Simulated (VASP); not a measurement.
# Ru4S in VASP: notebook

Runs on Ru4S. Level: PBE. Tasks: single point.

All numbers are computed with VASP 6.6.1; they aren't measurements. Logs are shortened: lines on timing, memory, paths and dates and some standing lists are left out, and cuts for length are marked.

### 1 The cell of the first run

The cell holds a slab with vacuum, 5 atoms: a = 2.720 Å, b = 2.720 Å, c = 21.866 Å, α = 90.00°, β = 90.00°, γ = 120.00°.

### 2 Single point, PBE

Input file INCAR:

```
SYSTEM = Ru4S
PREC = Accurate
ENCUT = 520
EDIFF = 1E-7
ISMEAR = 0
SIGMA = 0.1
LREAL = .FALSE.
LASPH = .TRUE.
NELM = 100
ALGO = Fast
ISIF = 2
LWAVE = .FALSE.
LCHARG = .FALSE.
LDIPOL = .TRUE.
IDIPOL = 3
DIPOL = 0.5 0.5 0.376
GGA = PE
NBANDS = 39
```

Input file KPOINTS:

```
regular mesh
0
G
  12 12 1
  0 0 0
```

Input file POSCAR:

```
Ru4S
1.0
    2.7197977462      0.0000000000      0.0000000000
   -1.3598988731      2.3554139414      0.0000000000
    0.0000000000      0.0000000000     21.8663388879
Ru S
4 1
Direct
    0.6666666667      0.3333333334      0.1829295714
    0.3333333333      0.6666666666      0.2811778374
    0.6666666667      0.3333333334      0.3790816285
    0.3333333333      0.6666666666      0.4740774823
    0.3333333333      1.1666666667      0.5635386378
```

Potentials or basis: VASP PAW PBE potentials, release 64 (Ru_pv, S).

Run with:

```console
> cat potpaw_PBE.64/Ru_pv/POTCAR potpaw_PBE.64/S/POTCAR > POTCAR
> mpirun -np 1 vasp_std > vasp.out
```

OUTCAR:

```text
SYSTEM = Ru4S
   PREC = Accurate
   ENCUT = 520
   EDIFF = 1E-7
   ISMEAR = 0
   LREAL = .FALSE.
   LASPH = .TRUE.
   NELM = 100
   ISIF = 2
   GGA = PE

 ion  position               nearest neighbor table
   1  0.667  0.333  0.183-   2 2.66   2 2.66   2 2.66
   2  0.333  0.667  0.281-   3 2.65   3 2.65   3 2.65   1 2.66   1 2.66   1 2.66
   3  0.667  0.333  0.379-   4 2.60   4 2.60   4 2.60   2 2.65   2 2.65   2 2.65
   4  0.333  0.667  0.474-   5 2.38   5 2.38   3 2.60   3 2.60   3 2.60   5 3.06   5 3.06
   5  0.333  0.167  0.564-   4 2.38   4 2.38   4 3.06   4 3.06

  LATTYP: Found a hexagonal cell.
 ALAT       =     2.7197977462
 C/A-ratio  =     8.0396929950

  Lattice vectors:

 A1 = (   2.7197977462,   0.0000000000,   0.0000000000)
 A2 = (  -1.3598988731,   2.3554139414,   0.0000000000)
 A3 = (   0.0000000000,   0.0000000000,  21.8663388879)

Analysis of symmetry for initial positions (statically):
=====================================================================
 Subroutine PRICEL returns:
 Original cell was already a primitive cell.

 Routine SETGRP: Setting up the symmetry group for a
 hexagonal supercell.

 Subroutine GETGRP returns: Found  2 space group operations
 (whereof  2 operations were pure point group operations)
 out of a pool of 24 trial point group operations.

The static configuration has the point symmetry C_1h.

Analysis of symmetry for dynamics (positions and initial velocities):
=====================================================================
 Subroutine PRICEL returns:
 Original cell was already a primitive cell.

 Routine SETGRP: Setting up the symmetry group for a
 hexagonal supercell.

 Subroutine GETGRP returns: Found  2 space group operations
 (whereof  2 operations were pure point group operations)
 out of a pool of 24 trial point group operations.

The dynamic configuration has the point symmetry C_1h.

 Subroutine INISYM returns: Found  2 space group operations
 (whereof  2 operations are pure point group operations),
 and found     1 'primitive' translations

----------------------------------------------------------------------------------------

                                     Primitive cell

  volume of cell :     140.0812

  direct lattice vectors                    reciprocal lattice vectors
     2.719797746  0.000000000  0.000000000     0.367674398  0.212276913  0.000000000
    -1.359898873  2.355413941  0.000000000     0.000000000  0.424553826  0.000000000
     0.000000000  0.000000000 21.866338888     0.000000000  0.000000000  0.045732393

  length of vectors
     2.719797746  2.719797746 21.866338888     0.424553826  0.424553826  0.045732393

  position of ions in fractional coordinates (direct lattice)
     0.666666667  0.333333333  0.182929571
     0.333333333  0.666666667  0.281177837
     0.666666667  0.333333333  0.379081629
     0.333333333  0.666666667  0.474077482
     0.333333333  0.166666667  0.563538638

  ion indices of the primitive-cell ions
   primitive index   ion index
                 1           1
                 2           2
                 3           3
                 4           4
                 5           5

----------------------------------------------------------------------------------------

 KPOINTS: regular mesh

Automatic generation of k-mesh.
 Grid dimensions read from file:
 generate k-points for:   12   12    1

 Generating k-lattice:

  Cartesian coordinates                     Fractional coordinates (reciprocal lattice)
     0.030639533  0.017689743  0.000000000     0.083333333  0.000000000  0.000000000
     0.000000000  0.035379485  0.000000000     0.000000000  0.083333333  0.000000000
     0.000000000  0.000000000  0.045732393     0.000000000  0.000000000  1.000000000

  Length of vectors
     0.035379485  0.035379485  0.045732393

  Shift w.r.t. Gamma in fractional coordinates (k-lattice)
     0.000000000  0.000000000  0.000000000

 Subroutine IBZKPT returns following result:
 ===========================================

 Found     43 irreducible k-points:

 Following reciprocal coordinates:
            Coordinates               Weight
  0.000000  0.000000  0.000000      1.000000
  0.083333  0.000000  0.000000      2.000000
  0.000000  0.083333  0.000000      4.000000
  0.166667  0.000000  0.000000      2.000000
  0.000000  0.166667  0.000000      4.000000
  0.250000 -0.000000  0.000000      2.000000
[... 16 lines left out ...]
 -0.083333  0.416667  0.000000      4.000000
 -0.416667  0.333333  0.000000      4.000000
 [... further k-points ...]
   k-points           NKPTS =     43   k-points in BZ     NKDIM =     43   number of bands    NBANDS=     39
   number of dos      NEDOS =    301   number of ions     NIONS =      5
   total plane-waves  NPLWV =  67200
   dimension x,y,z NGX =    20 NGY =   20 NGZ =  168
   dimension x,y,z NGXF=    40 NGYF=   40 NGZF=  336
   ions per type =               4   1
   NGX,Y,Z   is equivalent  to a cutoff of  12.22, 12.22, 12.77 a.u.
   NGXF,Y,Z  is equivalent  to a cutoff of  24.45, 24.45, 25.55 a.u.
 SYSTEM =  Ru4S
   PREC   = accura    normal or accurate (medium, high low for compatibility)
   ISTART =      0    job   : 0-new  1-cont  2-samecut
   ICHARG =      2    charge: 1-file 2-atom 10-const
   ISPIN  =      1    spin polarized calculation?
   LNONCOLLINEAR =      F non collinear calculations
   LSORBIT =      F    spin-orbit coupling
   LASPH  =      T    aspherical Exc in radial PAW
   ENCUT  =  520.0 eV  38.22 Ry    6.18 a.u.   5.06  5.06 40.66*2*pi/ulx,y,z
   NELM   =    100;   NELMIN=  2; NELMDL= -5     # of ELM steps
   EDIFF  = 0.1E-06   stopping-criterion for ELM
   LREAL  =      F    real-space projection
   EDIFFG = 0.1E-05   stopping-criterion for IOM
   NSW    =      0    number of steps for IOM
   IBRION =     -1    ionic relax: 0-MD 1-quasi-New 2-CG
   NFREE  =      0    steps in history (QN), initial steepest desc. (CG)
   ISIF   =      2    stress and relaxation
   ISYM   =      2    0-nonsym 1-usesym 2-fastsym
   POTIM  = 0.5000    time-step for ionic-motion
   TEBEG  =    0.0;   TEEND  =   0.0 temperature during run
   PSTRESS=    0.0 pullay stress
   NELECT =      62.0000    total number of electrons
   NUPDOWN=      -1.0000    fix difference up-down
   EMIN   =  10.00;   EMAX   =-10.00  energy-range for DOS
   EFERMI =   0.00;   METHOD = LEGACY
   ISMEAR =     0;   SIGMA  =   0.10  broadening in eV -4-tet -1-fermi 0-gaus
   EFERMI_NEDOS =   21; number of points for ismear=-14 and -15
   IALGO  =     68    algorithm
   IMIX   =      4    mixing-type and parameters
     AMIX     =   0.40;   BMIX     =  1.00
     AMIX_MAG =   1.60;   BMIX_MAG =  1.00
  volume/ion in A,a.u.               =      28.02       189.06
  Fermi-wavevector in a.u.,A,eV,Ry     =   1.247610  2.357641 21.177877  1.556530
  Thomas-Fermi vector in A             =   2.381734
   LORBIT       =      0    0 simple, 1 ext, 2 COOP (PROOUT), +10 PAW based schemes
   GGA     = PE    functional components
   LHFCALC =     F    Hartree Fock is set to
   AEXX    =    0.0000 exact exchange contribution
   IVDW    =     0    specifies the selected vdW correction
   LEPSILON=     F    determine dielectric tensor
   LRPA    =     F    only Hartree local field effects (RPA)
 non-spin polarized calculation
 RMM-DIIS sequential band-by-band and
 Gauss-broadening in eV      SIGMA  =   0.10
  energy-cutoff  :      520.00
  volume of cell :      140.08
 maximum number of plane-waves:      3813
   NGX = 11   NGY = 11   NGZ = 81

 dipolmoment           0.000000      0.000000      0.022791 electrons x Angstroem

 number of electron      62.0000019 magnetization

 dipolmoment           0.000000      0.000000     -0.014649 electrons x Angstroem

 Free energy of the ion-electron system (eV)
  ---------------------------------------------------
  ext. energy  EPLUGINS =         0.00000000
  ---------------------------------------------------
  free energy    TOTEN  =       -39.22968177 eV

  energy without entropy =      -39.20418638  energy(sigma->0) =      -39.21693407

 E-fermi :   3.5148     XC(G=0):  -7.3955

 val. band max:        3.5105823544   @ k =   0.0000   0.3333   0.0000
 cond. band min:       3.5153359052   @ k =  -0.4167   0.3333   0.0000
 fundamental gap:      0.0047535508
 Fermi energy:         3.5147528639

 k-point     1 :       0.0000    0.0000    0.0000
  band No.  band energies     occupation
      1     -40.1409      2.00000
      2     -39.7872      2.00000
      3     -39.3377      2.00000
      4     -39.3327      2.00000
      5     -39.2955      2.00000
      6     -39.2678      2.00000
[... 31 lines left out ...]
     38       4.6033      0.00000
     39       6.3115      0.00000

 k-point     2 :       0.0833    0.0000    0.0000
  band No.  band energies     occupation
      1     -40.1230      2.00000
      2     -39.7860      2.00000
      3     -39.3744      2.00000
      4     -39.3523      2.00000
      5     -39.3350      2.00000
      6     -39.2798      2.00000
[... 31 lines left out ...]
     38       5.6134      0.00000
     39       5.8924      0.00000

 k-point     3 :       0.0000    0.0833    0.0000
  band No.  band energies     occupation
      1     -40.1230      2.00000
      2     -39.7859      2.00000
      3     -39.3964      2.00000
      4     -39.3615      2.00000
      5     -39.3155      2.00000
      6     -39.2733      2.00000
[... 31 lines left out ...]
     38       5.8341      0.00000
     39       5.9061      0.00000

 k-point     4 :       0.1667    0.0000    0.0000
  band No.  band energies     occupation
      1     -40.0738      2.00000
      2     -39.7934      2.00000
      3     -39.4983      2.00000
      4     -39.4327      2.00000
      5     -39.3916      2.00000
      6     -39.3122      2.00000
[... 31 lines left out ...]
     38       5.5209      0.00000
     39       6.3500      0.00000
[... 754 lines left out ...]
     38       5.8790      0.00000
     39       7.5460      0.00000

 k-point    23 :      -0.0833    0.4167    0.0000
  band No.  band energies     occupation
      1     -40.0325      2.00000
      2     -40.0057      2.00000
      3     -39.8626      2.00000
      4     -39.7500      2.00000
      5     -39.5560      2.00000
      6     -39.4686      2.00000
[... 31 lines left out ...]
     38       6.1641      0.00000
     39       7.9754      0.00000

 k-point    24 :      -0.4167    0.3333    0.0000
  band No.  band energies     occupation
      1     -40.0237      2.00000
      2     -40.0035      2.00000
      3     -39.8550      2.00000
      4     -39.7449      2.00000
      5     -39.5412      2.00000
      6     -39.4835      2.00000
[... 31 lines left out ...]
     38       6.0949      0.00000
     39       7.9131      0.00000

 [... further k-points ...]

------------------------ aborting loop because EDIFF is reached ----------------------------------------

 vacuum level on the upper side and lower side of the slab       (xc-potential included)        -0.267         0.119

  FORCE on cell =-STRESS in cart. coord.  units (eV):
  Direction    XX          YY          ZZ          XY          YZ          ZX
  --------------------------------------------------------------------------------------
  -------------------------------------------------------------------------------------
  Total        1.3581872      1.3917309      0.2372221     -0.0290497     -0.3823005     -0.6621638
  in kB       15.5342496     15.9179053      2.7132250     -0.3322556     -4.3725578     -7.5734906
  external PRESSURE =      11.3884600 kB  Pullay stress =       0.0000000 kB

 VOLUME and BASIS-vectors are now :
 -----------------------------------------------------------------------------
  energy-cutoff  :      520.00
  volume of cell :      140.08
      direct lattice vectors                 reciprocal lattice vectors
     2.719797746  0.000000000  0.000000000     0.367674398  0.212276913  0.000000000
    -1.359898873  2.355413941  0.000000000     0.000000000  0.424553826  0.000000000
     0.000000000  0.000000000 21.866338888     0.000000000  0.000000000  0.045732393

 POSITION                                       TOTAL-FORCE (eV/Angst)
 -----------------------------------------------------------------------------------
      1.35990      0.78514      4.00000        -0.022412     -0.012939      0.754239
     -0.00000      1.57028      6.14833         0.072763      0.042010     -0.807001
      1.35990      0.78514      8.28913         0.188963      0.109098     -0.830088
     -0.00000      1.57028     10.36634        -0.185273     -0.106967      0.899686
      0.67995      0.39257     12.32253        -0.054042     -0.031201     -0.016836
 -----------------------------------------------------------------------------------
    total drift:                               -0.000015     -0.000009      0.000861

  FREE ENERGIE OF THE ION-ELECTRON SYSTEM (eV)
  ---------------------------------------------------
  free  energy   TOTEN  =       -39.2296817691 eV

  energy  without entropy=      -39.2041863776  energy(sigma->0) =      -39.21693407

 vacuum level on the upper side and lower side of the slab         8.056         8.439
```

Run time: 7.6 min. Hardware: 1 thread of Oxide Virtual Turin-like, shared host; peak memory 0.32 GiB.

What came out:

```yaml
Free_energy: -39.2297 eV
Largest_force: 0.925 eV/Å
Band_gap_on_the_k_mesh: zero (bands 31 and 32 overlap by 2.20 eV)
```

Forces on the atoms (eV/Å):
```
Ru  -0.022 -0.013  0.754
Ru   0.073  0.042 -0.807
Ru   0.189  0.109 -0.830
Ru  -0.185 -0.107  0.900
S   -0.054 -0.031 -0.017
```

Levels at points of the mesh, in eV from the Fermi level:
```csv
k point,band 28,band 29,band 30,band 31,band 32,band 33,band 34,band 35
"(0.00, 0.00, 0.00)",-1.93,-1.33,-1.12,-0.98,-0.42,-0.05,0.55,0.74
"(0.50, 0.00, 0.00)",-0.55,0.17,0.76,1.33,1.44,1.55,1.61,1.93
"(0.00, 0.50, 0.00)",-0.14,0.49,1.05,1.15,1.25,1.35,1.50,1.61
```

### 3 Single point, PBE

Input file INCAR:

```
SYSTEM = Ru4S
  PREC = Accurate
  ENCUT = 520
  EDIFF = 1E-6
  ISMEAR = 0
  SIGMA = 0.1
  LREAL = .FALSE.
  LASPH = .TRUE.
  NELM = 80
  ALGO = Fast
  ISIF = 2
  LWAVE = .FALSE.
  LCHARG = .TRUE.
  LDIPOL = .TRUE.
  IDIPOL = 3
  DIPOL = 0.5 0.5 0.379
  GGA = PE
  LELF = .TRUE.
  LVHAR = .TRUE.
  LVACPOTAV = .TRUE.
  NBANDS = 39
```

KPOINTS is that of step 2.

Input file POSCAR:

```
Ru4S
1.0
    2.7197977462      0.0000000000      0.0000000000
   -1.3598988731      2.3554139414      0.0000000000
    0.0000000000      0.0000000000     21.8663388879
Ru S
4 1
Direct
    0.6666666666      0.3333333333      0.1829295714
    0.3333333333      0.6666666667      0.2811778374
    0.6666666666      0.3333333333      0.3790816285
    0.3333333333      0.6666666667      0.4740774823
    0.5000000000      1.0000000000      0.5757278468
```

Potentials or basis: VASP PAW PBE potentials, release 64 (Ru_pv, S).

Run with:

```console
> cat potpaw_PBE.64/Ru_pv/POTCAR potpaw_PBE.64/S/POTCAR > POTCAR
> mpirun -np 1 vasp_std > vasp.out
```

It took 5.7 min on 1 thread of Oxide Virtual Turin-like, shared host; peak memory 0.32 GiB.

The run converged. Its results:

* Free energy: -39.0886 eV
* Largest force: 0.744 eV/Å
* Band gap on the k mesh: zero (bands 31 and 32 overlap by 2.09 eV)

Forces on the atoms (eV/Å):
```
Ru   0.000 -0.004  0.547
Ru   0.000  0.056 -0.539
Ru   0.000 -0.315 -0.389
Ru   0.000  0.632  0.394
S    0.000 -0.369 -0.013
```

Levels at points of the mesh, in eV from the Fermi level:
```
           k point  band 28  band 29  band 30  band 31  band 32  band 33  band 34  band 35
(0.00, 0.00, 0.00)    -1.91    -1.08    -0.91    -0.88     0.03     0.07     0.79     0.83
(0.50, 0.00, 0.00)     0.01     0.45     0.68     1.26     1.38     1.57     1.62     1.80
(0.00, 0.50, 0.00)    -0.28     0.54     0.80     1.38     1.40     1.53     1.64     1.84
```

### 4 Single point, PBE

Input file INCAR:

```
PREC = Accurate
ENCUT = 520
EDIFF = 1E-7
ISMEAR = 0
SIGMA = 0.1
LREAL = False
LASPH = True
NELM = 100
ALGO = Fast
ISIF = 2
LWAVE = False
LCHARG = True
LDIPOL = True
IDIPOL = 3
DIPOL = 0.5 0.5 0.378
GGA = PE
LELF = True
LVHAR = True
LVACPOTAV = True
NBANDS = 39
```

Input file KPOINTS:

```
regular mesh
0
Gamma
  12 12 1
```

Input file POSCAR:

```
Ru4S
1.0
    2.7197977462      0.0000000000      0.0000000000
   -1.3598988731      2.3554139414      0.0000000000
    0.0000000000      0.0000000000     21.8663388879
Ru S
4 1
Direct
    0.6666666667      0.3333333334      0.1829295714
    0.3333333333      0.6666666667      0.2811778374
    0.6666666667      0.3333333334      0.3790816285
    0.3333333333      0.6666666667      0.4740774823
    0.6666666667      0.8333333334      0.5751448465
```

Run with:

```console
> cat potpaw_PBE.64/Ru_pv/POTCAR potpaw_PBE.64/S/POTCAR > POTCAR
> mpirun -np 1 vasp_std > vasp.out
```

It took 6.1 min on 1 thread of Oxide Virtual Turin-like, shared host; peak memory 0.32 GiB.

Results (log left out):

```yaml
Free_energy: -39.1285 eV
Largest_force: 0.618 eV/Å
Band_gap_on_the_k_mesh: zero (bands 31 and 32 overlap by 2.03 eV)
```

Forces on the atoms (eV/Å):
```
Ru  -0.020 -0.011  0.572
Ru   0.026  0.015 -0.595
Ru  -0.218 -0.126 -0.289
Ru   0.460  0.266  0.315
S   -0.248 -0.143 -0.003
```

Levels at points of the mesh, in eV from the Fermi level:
```csv
k point,band 27,band 28,band 29,band 30,band 31,band 32,band 33,band 34,band 35,band 36
"(0.00, 0.00, 0.00)",-1.89,-1.88,-1.04,-0.91,-0.88,0.06,0.06,0.81,0.85,0.88
"(0.50, 0.00, 0.00)",-0.82,-0.28,0.78,0.81,1.33,1.40,1.57,1.68,1.83,2.03
"(0.00, 0.50, 0.00)",-0.43,0.06,0.25,0.74,1.30,1.40,1.59,1.71,1.83,2.03
```

### 5 Overview

```tsv
cell	further INCAR settings	gap on the mesh (eV)	largest force (eV/Å)
a = 2.720, b = 2.720, c = 21.866 Å, angles 90.0, 90.0, 120.0°, 5 atoms, atomic positions A	ALGO = Fast; EDIFF = 1e-07; NBANDS = 39	none	0.92
a = 2.720, b = 2.720, c = 21.866 Å, angles 90.0, 90.0, 120.0°, 5 atoms, atomic positions B	ALGO = Fast; EDIFF = 1e-06; NBANDS = 39	none	0.74
a = 2.720, b = 2.720, c = 21.866 Å, angles 90.0, 90.0, 120.0°, 5 atoms, atomic positions C	ALGO = Fast; EDIFF = 1e-07; NBANDS = 39	none	0.62
```

Alike in all rows: task single point; level PBE; potentials or basis VASP PAW PBE potentials, release 64 (Ru_pv, S); no spin polarisation; k mesh 12 × 12 × 1; cutoff (eV) 520; smearing gaussian 0.1 eV.

Total energies depend on the potentials used, so only differences within one code and one set of settings carry meaning.
